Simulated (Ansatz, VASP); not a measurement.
**Two plane-wave programs on AgI**

```
Ag I
1.0
     3.22505    3.22505    0.00000
    -3.22505    3.22505    0.00000
     0.00000    3.22505    3.22505
Ag I
1 1
Cartesian
  0.0000 0.0000 0.0000
  1.6125 4.8376 1.6125
```

Alike in both runs: functional PBEsol; k mesh 10 × 10 × 10; occupations fermi-dirac, width 0.05 eV; no spin polarisation.

Ansatz relaxed the structure, and its values are those at the end. VASP's run is a single point on that final structure, the one shown.

|  | VASP | Ansatz |
| --- | --- | --- |
| version | VASP 6.6.1 | Ansatz 0.2.0 |
| potentials or method | VASP PAW PBE potentials, release 64 (Ag, I) | PAW with Ansatz's default frozen-core files, scalar-relativistic |
| plane-wave cutoff (eV) | 500 | 420 |
| valence electrons in the cell | 18 | 36 |

```csv
,VASP,Ansatz,Ansatz less VASP
pressure (GPa),0.0,0.0,+0.03
```

VASP's potentials were made for PBE, not for PBEsol. With one functional, cell and mesh, what is left measures potentials, basis and numerics. VASP's potentials hold 18 valence electrons a cell and Ansatz's 36, so a difference there can come from the potentials and not from the codes.

Neither program's run includes spin-orbit coupling.
